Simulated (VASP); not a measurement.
Input of a VASP 6.6.1 run:

File INCAR:

```
SYSTEM = Re
PREC = Accurate
ENCUT = 560
EDIFF = 1E-6
ISMEAR = -1
SIGMA = 0.1
LREAL = .False.
LASPH = .True.
NELM = 120
ALGO = Normal
ISIF = 2
LWAVE = .False.
LCHARG = .False.
GGA = PS
NBANDS = 22
GGA_COMPAT = .False.
```

The input KPOINTS:

```
Automatic mesh
0
Gamma
  11 11 11
  0 0 0
```

The input POSCAR:

```
Re
1.0
    0.0000000000      2.8343332223      2.8343332223
    2.8343332223      0.0000000000      2.8343332223
    2.8343332223      2.8343332223      0.0000000000
Re
2
Direct
    0.1250000000      0.1250000000      0.1250000000
    0.8750000000      0.8750000000      0.8750000000
```

Potentials or basis: VASP PAW PBE potentials, release 64 (Re_sv_GW).

The run is started by

```console
$ cat potpaw_PBE.64/Re_sv_GW/POTCAR > POTCAR
$ mpirun -np 1 vasp_std > vasp.out
```

Estimate the pressure.

-9.1 GPa.

Predict the band gap on the k mesh.

zero (bands 15 and 16 overlap by 1.15 eV).

Caveat: the cell stands under tension; the PAW data sets were made with another functional, which shifts forces and pressure a little; spin-orbit coupling is left out, which moves the levels of the heavy elements.
